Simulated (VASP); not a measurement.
Input of a VASP 6.6.1 run:

File INCAR:

```
SYSTEM = Al
PREC = Accurate ; ENCUT = 520
EDIFF = 1E-7 ; ISMEAR = -1
SIGMA = 0.05 ; LREAL = .FALSE.
LASPH = .TRUE. ; NELM = 80
ALGO = Normal ; ISIF = 2
LWAVE = .FALSE. ; LCHARG = .FALSE.
GGA = PE ; NBANDS = 8
```

KPOINTS

```
regular mesh
0
G
  14 14 14
  0 0 0
```

Contents of POSCAR:

```
Al
1.0
    0.0607194000      2.0543397000      2.0543397000
    2.0543397000      0.0607194000      2.0543397000
    2.0543397000      2.0543397000      0.0607194000
Al
1
Direct
    0.0000000000      0.0000000000      0.0000000000
```

Potentials or basis: VASP PAW PBE potentials, release 64 (Al).

Run with:

```sh
$ cat potpaw_PBE.64/Al/POTCAR > POTCAR
$ mpirun -np 1 vasp_std > vasp.out
```

Predict the pressure.

-0.3 GPa.

Stress tensor (GPa, compression positive):
```
-0.33 -0.17 -0.17
-0.17 -0.33 -0.17
-0.17 -0.17 -0.33
```

Caveat: the cell differs from its parent crystal (equal xy, yz and zx shear strains of +3 %).
